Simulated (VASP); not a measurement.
# ZnO (ref) (P6_3mc) in VASP: further runs

Runs on ZnO (ref). Level: r2SCAN. Tasks: single point.

All numbers are computed with VASP 6.6.1; they aren't measurements. Logs are shortened: lines on timing, memory, paths and dates and some standing lists are left out, and cuts for length are marked.

### 1 The cell of the first run

The structure is hexagonal, space group P6_3mc (No. 186). Conventional cell: a = 3.250 Å, b = 3.250 Å, c = 5.205 Å, α = 90.00°, β = 90.00°, γ = 120.00°. Zn (site symmetry 3m) has 4 O at 1.97 to 1.99 Å within 2.6 Å. O (site symmetry 3m) has 4 Zn at 1.97 to 1.99 Å within 2.6 Å.

### 2 Single point, r2SCAN

POSCAR

```
ZnO
1.0
    3.2500000000      0.0000000000      0.0000000000
   -1.6250000000      2.8145825623      0.0000000000
    0.0000000000      0.0000000000      5.2050000000
Zn O
2 2
Direct
    0.3333333333      0.6666666667      0.0000000000
    0.6666666667      0.3333333333      0.5000000000
    0.3333333333      0.6666666667      0.3820000000
    0.6666666667      0.3333333333      0.8820000000
```

INCAR.step1

```
PREC     = Accurate       # precision mode
ENCUT    = 520            # plane-wave cutoff, eV
ISMEAR   = 0              # smearing method
SIGMA    = 0.1            # smearing width, eV
LREAL    = F              # projectors in reciprocal space
LASPH    = T              # aspherical terms in the spheres
NELM     = 100            # most SCF steps
NBANDS   = 26             # bands
GGA      = PE             # functional
ALGO     = Normal         # electronic algorithm
EDIFF    = 1E-4           # SCF threshold, eV
LWAVE    = T              # write WAVECAR
LCHARG   = F              # write CHGCAR
```

INCAR.step2

```
PREC     = Accurate       # precision mode
ENCUT    = 520            # plane-wave cutoff, eV
EDIFF    = 1E-7           # SCF threshold, eV
ISMEAR   = 0              # smearing method
SIGMA    = 0.1            # smearing width, eV
LREAL    = F              # projectors in reciprocal space
LASPH    = T              # aspherical terms in the spheres
NELM     = 100            # most SCF steps
ALGO     = Normal         # electronic algorithm
ISIF     = 2              # what is computed and relaxed
LWAVE    = F              # write WAVECAR
LCHARG   = F              # write CHGCAR
METAGGA  = R2SCAN         # meta-GGA
LMIXTAU  = T            
NBANDS   = 26             # bands
ISTART   = 1
```

KPOINTS

```
Automatic mesh
0
Gamma
  6 6 4
```

Potentials or basis: VASP PAW PBE potentials, release 64 (Zn, O).

Run with:

```console
$ cat potpaw_PBE.64/Zn/POTCAR potpaw_PBE.64/O/POTCAR > POTCAR
$ cp INCAR.step1 INCAR
$ mpirun -np 1 vasp_std > vasp.out
$ cp INCAR.step2 INCAR
$ mpirun -np 1 vasp_std > vasp.out
```

OUTCAR:

```text
PREC = Accurate
   ENCUT = 520
   EDIFF = 1E-7
   ISMEAR = 0
   LREAL = F
   LASPH = T
   NELM = 100
   ISIF = 2
   METAGGA = R2SCAN
   ISTART = 1

 ion  position               nearest neighbor table
   1  0.333  0.667  0.000-   4 1.97   4 1.97   4 1.97   3 1.99
   2  0.667  0.333  0.500-   3 1.97   3 1.97   3 1.97   4 1.99
   3  0.333  0.667  0.382-   2 1.97   2 1.97   2 1.97   1 1.99
   4  0.667  0.333  0.882-   1 1.97   1 1.97   1 1.97   2 1.99

  LATTYP: Found a hexagonal cell.
 ALAT       =     3.2500000000
 C/A-ratio  =     1.6015384615

  Lattice vectors:

 A1 = (   3.2500000000,   0.0000000000,   0.0000000000)
 A2 = (  -1.6250000000,   2.8145825623,   0.0000000000)
 A3 = (   0.0000000000,   0.0000000000,   5.2050000000)

Analysis of symmetry for initial positions (statically):
=====================================================================
 Subroutine PRICEL returns:
 Original cell was already a primitive cell.

 Routine SETGRP: Setting up the symmetry group for a
 hexagonal supercell.

 Subroutine GETGRP returns: Found 12 space group operations
 (whereof  6 operations were pure point group operations)
 out of a pool of 24 trial point group operations.

The static configuration has the point symmetry C_3v.
 The point group associated with its full space group is C_6v.

Analysis of symmetry for dynamics (positions and initial velocities):
=====================================================================
 Subroutine PRICEL returns:
 Original cell was already a primitive cell.

 Routine SETGRP: Setting up the symmetry group for a
 hexagonal supercell.

 Subroutine GETGRP returns: Found 12 space group operations
 (whereof  6 operations were pure point group operations)
 out of a pool of 24 trial point group operations.

The dynamic configuration has the point symmetry C_3v.
 The point group associated with its full space group is C_6v.

 Subroutine INISYM returns: Found 12 space group operations
 (whereof  6 operations are pure point group operations),
 and found     1 'primitive' translations

----------------------------------------------------------------------------------------

                                     Primitive cell

  volume of cell :      47.6122

  direct lattice vectors                    reciprocal lattice vectors
     3.250000000  0.000000000  0.000000000     0.307692308  0.177646237  0.000000000
    -1.625000000  2.814582562  0.000000000     0.000000000  0.355292473  0.000000000
     0.000000000  0.000000000  5.205000000     0.000000000  0.000000000  0.192122959

  length of vectors
     3.250000000  3.250000000  5.205000000     0.355292473  0.355292473  0.192122959

  position of ions in fractional coordinates (direct lattice)
     0.333333333  0.666666667  0.000000000
     0.666666667  0.333333333  0.500000000
     0.333333333  0.666666667  0.382000000
     0.666666667  0.333333333  0.882000000

  ion indices of the primitive-cell ions
   primitive index   ion index
                 1           1
                 2           2
                 3           3
                 4           4

----------------------------------------------------------------------------------------

 KPOINTS: Automatic mesh

Automatic generation of k-mesh.
 Grid dimensions read from file:
 generate k-points for:    6    6    4

 Generating k-lattice:

  Cartesian coordinates                     Fractional coordinates (reciprocal lattice)
     0.051282051  0.029607706  0.000000000     0.166666667  0.000000000  0.000000000
     0.000000000  0.059215412  0.000000000     0.000000000  0.166666667  0.000000000
     0.000000000  0.000000000  0.048030740     0.000000000  0.000000000  0.250000000

  Length of vectors
     0.059215412  0.059215412  0.048030740

  Shift w.r.t. Gamma in fractional coordinates (k-lattice)
     0.000000000  0.000000000  0.000000000

 Subroutine IBZKPT returns following result:
 ===========================================

 Found     21 irreducible k-points:

 Following reciprocal coordinates:
            Coordinates               Weight
  0.000000  0.000000  0.000000      1.000000
  0.166667  0.000000  0.000000      6.000000
  0.333333  0.000000  0.000000      6.000000
  0.500000  0.000000  0.000000      3.000000
  0.166667  0.166667  0.000000      6.000000
  0.333333  0.166667  0.000000     12.000000
[... 13 lines left out ...]
  0.333333  0.166667  0.500000     12.000000
  0.333333  0.333333  0.500000      2.000000
   k-points           NKPTS =     21   k-points in BZ     NKDIM =     21   number of bands    NBANDS=     26
   number of dos      NEDOS =    301   number of ions     NIONS =      4
   total plane-waves  NPLWV =  23040
   dimension x,y,z NGX =    24 NGY =   24 NGZ =   40
   dimension x,y,z NGXF=    48 NGYF=   48 NGZF=   80
   ions per type =               2   2
   NGX,Y,Z   is equivalent  to a cutoff of  12.28, 12.28, 12.78 a.u.
   NGXF,Y,Z  is equivalent  to a cutoff of  24.55, 24.55, 25.55 a.u.
 SYSTEM =  unknown system
   PREC   = accura    normal or accurate (medium, high low for compatibility)
   ISTART =      1    job   : 0-new  1-cont  2-samecut
   ICHARG =      0    charge: 1-file 2-atom 10-const
   ISPIN  =      1    spin polarized calculation?
   LNONCOLLINEAR =      F non collinear calculations
   LSORBIT =      F    spin-orbit coupling
   LASPH  =      T    aspherical Exc in radial PAW
   ENCUT  =  520.0 eV  38.22 Ry    6.18 a.u.   6.04  6.04  9.68*2*pi/ulx,y,z
   NELM   =    100;   NELMIN=  2; NELMDL=  0     # of ELM steps
   EDIFF  = 0.1E-06   stopping-criterion for ELM
   LREAL  =      F    real-space projection
   EDIFFG = 0.1E-05   stopping-criterion for IOM
   NSW    =      0    number of steps for IOM
   IBRION =     -1    ionic relax: 0-MD 1-quasi-New 2-CG
   NFREE  =      0    steps in history (QN), initial steepest desc. (CG)
   ISIF   =      2    stress and relaxation
   ISYM   =      2    0-nonsym 1-usesym 2-fastsym
   POTIM  = 0.5000    time-step for ionic-motion
   TEBEG  =    0.0;   TEEND  =   0.0 temperature during run
   PSTRESS=    0.0 pullay stress
   NELECT =      36.0000    total number of electrons
   NUPDOWN=      -1.0000    fix difference up-down
   EMIN   =  10.00;   EMAX   =-10.00  energy-range for DOS
   EFERMI =   0.00;   METHOD = LEGACY
   ISMEAR =     0;   SIGMA  =   0.10  broadening in eV -4-tet -1-fermi 0-gaus
   EFERMI_NEDOS =   21; number of points for ismear=-14 and -15
   IALGO  =     38    algorithm
   IMIX   =      4    mixing-type and parameters
     AMIX     =   0.40;   BMIX     =  1.00
     AMIX_MAG =   1.60;   BMIX_MAG =  1.00
  volume/ion in A,a.u.               =      11.90        80.33
  Fermi-wavevector in a.u.,A,eV,Ry     =   1.491430  2.818395 30.264315  2.224364
  Thomas-Fermi vector in A             =   2.604086
   LORBIT       =      0    0 simple, 1 ext, 2 COOP (PROOUT), +10 PAW based schemes
   METAGGA = R2SCAN    functional components
   LHFCALC =     F    Hartree Fock is set to
   AEXX    =    0.0000 exact exchange contribution
   IVDW    =     0    specifies the selected vdW correction
   LEPSILON=     F    determine dielectric tensor
   LRPA    =     F    only Hartree local field effects (RPA)
 non-spin polarized calculation
 Gauss-broadening in eV      SIGMA  =   0.10
  energy-cutoff  :      520.00
  volume of cell :       47.61
 maximum number of plane-waves:      1302
   NGX = 13   NGY = 13   NGZ = 19

 number of electron      36.0000017 magnetization

 Free energy of the ion-electron system (eV)
  ---------------------------------------------------
  ext. energy  EPLUGINS =         0.00000000
  ---------------------------------------------------
  free energy    TOTEN  =       -36.31588693 eV

  energy without entropy =      -36.31588693  energy(sigma->0) =      -36.31588693

 E-fermi :   1.3227     XC(G=0): -11.6597

 val. band max:        0.8455929521   @ k =   0.0000   0.0000   0.0000
 cond. band min:       2.0731910714   @ k =   0.0000   0.0000   0.0000
 fundamental gap:      1.2275981193
 Fermi energy:         1.3226821702

 k-point     1 :       0.0000    0.0000    0.0000
  band No.  band energies     occupation
      1     -18.2321      2.00000
      2     -17.5406      2.00000
      3      -4.9788      2.00000
      4      -4.9788      2.00000
      5      -4.8890      2.00000
      6      -4.8168      2.00000
[... 18 lines left out ...]
     25      15.8599      0.00000
     26      15.8601      0.00000

 k-point     2 :       0.1667    0.0000    0.0000
  band No.  band energies     occupation
      1     -18.0931      2.00000
      2     -17.4819      2.00000
      3      -5.1155      2.00000
      4      -4.8907      2.00000
      5      -4.8430      2.00000
      6      -4.7680      2.00000
[... 18 lines left out ...]
     25      15.7208      0.00000
     26      16.0759      0.00000

 k-point     3 :       0.3333    0.0000    0.0000
  band No.  band energies     occupation
      1     -17.7810      2.00000
      2     -17.3847      2.00000
      3      -5.2488      2.00000
      4      -4.8979      2.00000
      5      -4.7407      2.00000
      6      -4.5261      2.00000
[... 18 lines left out ...]
     25      15.0903      0.00000
     26      15.8101      0.00000

 k-point     4 :       0.5000    0.0000    0.0000
  band No.  band energies     occupation
      1     -17.5836      2.00000
      2     -17.3705      2.00000
      3      -5.1723      2.00000
      4      -4.9554      2.00000
      5      -4.6867      2.00000
      6      -4.3048      2.00000
[... 18 lines left out ...]
     25      14.8453      0.00000
     26      16.0050      0.00000
[... 409 lines left out ...]
      1     -17.6333      2.00000
      2     -17.6333      2.00000
      3      -5.2660      2.00000
      4      -5.2660      2.00000
      5      -4.7324      2.00000
      6      -4.7324      2.00000
[... 18 lines left out ...]
     25      15.1012      0.00000
     26      15.1012      0.00000

 k-point    20 :       0.3333    0.1667    0.5000
  band No.  band energies     occupation
      1     -17.4707      2.00000
      2     -17.4707      2.00000
      3      -5.1972      2.00000
      4      -5.1972      2.00000
      5      -4.5878      2.00000
      6      -4.5878      2.00000
[... 18 lines left out ...]
     25      15.8328      0.00000
     26      15.8328      0.00000

 k-point    21 :       0.3333    0.3333    0.5000
  band No.  band energies     occupation
      1     -17.4172      2.00000
      2     -17.4172      2.00000
      3      -4.9425      2.00000
      4      -4.9425      2.00000
      5      -4.7261      2.00000
      6      -4.7261      2.00000
[... 18 lines left out ...]
     25      17.2287      0.00000
     26      17.2287      0.00000

------------------------ aborting loop because EDIFF is reached ----------------------------------------

  FORCE on cell =-STRESS in cart. coord.  units (eV):
  Direction    XX          YY          ZZ          XY          YZ          ZX
  --------------------------------------------------------------------------------------
  -------------------------------------------------------------------------------------
  Total       -0.0924394     -0.0924394      0.0162658      0.0000000      0.0000000      0.0000000
  in kB       -3.1106390     -3.1106390      0.5473542      0.0000000      0.0000000      0.0000000
  external PRESSURE =      -1.8913079 kB  Pullay stress =       0.0000000 kB

 VOLUME and BASIS-vectors are now :
 -----------------------------------------------------------------------------
  energy-cutoff  :      520.00
  volume of cell :       47.61
      direct lattice vectors                 reciprocal lattice vectors
     3.250000000  0.000000000  0.000000000     0.307692308  0.177646237  0.000000000
    -1.625000000  2.814582562  0.000000000     0.000000000  0.355292473  0.000000000
     0.000000000  0.000000000  5.205000000     0.000000000  0.000000000  0.192122959

 POSITION                                       TOTAL-FORCE (eV/Angst)
 -----------------------------------------------------------------------------------
     -0.00000      1.87639      0.00000        -0.000000     -0.000000      0.016197
      1.62500      0.93819      2.60250         0.000000     -0.000000      0.016197
     -0.00000      1.87639      1.98831         0.000000      0.000000     -0.016197
      1.62500      0.93819      4.59081         0.000000      0.000000     -0.016197
 -----------------------------------------------------------------------------------
    total drift:                               -0.000000      0.000000     -0.097448

  FREE ENERGIE OF THE ION-ELECTRON SYSTEM (eV)
  ---------------------------------------------------
  free  energy   TOTEN  =       -36.3158869265 eV

  energy  without entropy=      -36.3158869265  energy(sigma->0) =      -36.31588693
```

Run time: 72 s. Hardware: 1 thread of Intel Xeon 6975P-C (Granite Rapids), shared host; peak memory 0.17 GiB.

What came out:

- Free energy: -36.3159 eV
- Pressure: -0.2 GPa
- Largest force: 0.016 eV/Å
- Band gap on the k mesh: 1.23 eV, direct

Forces on the atoms (eV/Å):
```
Zn   0.000  0.000  0.016
Zn   0.000  0.000  0.016
O    0.000  0.000 -0.016
O    0.000  0.000 -0.016
```

Caveat: the PAW data sets were made with another functional, which shifts forces and pressure a little.

(Continued in part 2 of 2.)
